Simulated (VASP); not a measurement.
A run of VASP 6.6.1 is set up as follows.

File POSCAR:

```
BN
1.0
    0.0000000000      1.8075000000      1.8075000000
    1.8075000000      0.0000000000      1.8075000000
    1.8075000000      1.8075000000      0.0000000000
B N
1 1
Direct
    0.0336320766      0.0087686913     -0.0180075766
    0.2868230706      0.2235132529      0.2290896684
```

Contents of INCAR.step1:

```
  PREC = Accurate
  ENCUT = 520
  ISMEAR = 0
  SIGMA = 0.01
  LREAL = F
  LASPH = T
  NELM = 60
  NBANDS = 11
  GGA = PE
  ALGO = Normal
  EDIFF = 1E-4
  LWAVE = T
  LCHARG = F
```

The input INCAR.step2:

```
  PREC = Accurate
  ENCUT = 520
  EDIFF = 1E-6
  ISMEAR = 0
  SIGMA = 0.01
  LREAL = F
  LASPH = T
  NELM = 60
  ALGO = Normal
  ISIF = 2
  LWAVE = F
  LCHARG = F
  METAGGA = R2SCAN
  LMIXTAU = T
  NBANDS = 11
  ISTART = 1
```

File KPOINTS:

```
regular mesh
0
Gamma
  7 7 7
```

Potentials or basis: VASP PAW PBE potentials, release 64 (B, N).

The run is started by

```console
$ cat potpaw_PBE.64/B/POTCAR potpaw_PBE.64/N/POTCAR > POTCAR
$ cp INCAR.step1 INCAR
$ mpirun -np 1 vasp_std > vasp.out
$ cp INCAR.step2 INCAR
$ mpirun -np 1 vasp_std > vasp.out
```

Task: What does it give for the largest force?

Result: 2.204 eV/Å.

Task: Predict the pressure.

Result: 1.7 GPa.

Forces on the atoms (eV/Å):
```
B   -1.660 -0.371 -1.401
N    1.660  0.371  1.401
```

Caveat: the k points lie up to 0.43 Å⁻¹ apart; the PAW data sets were made with another functional, which shifts forces and pressure a little.
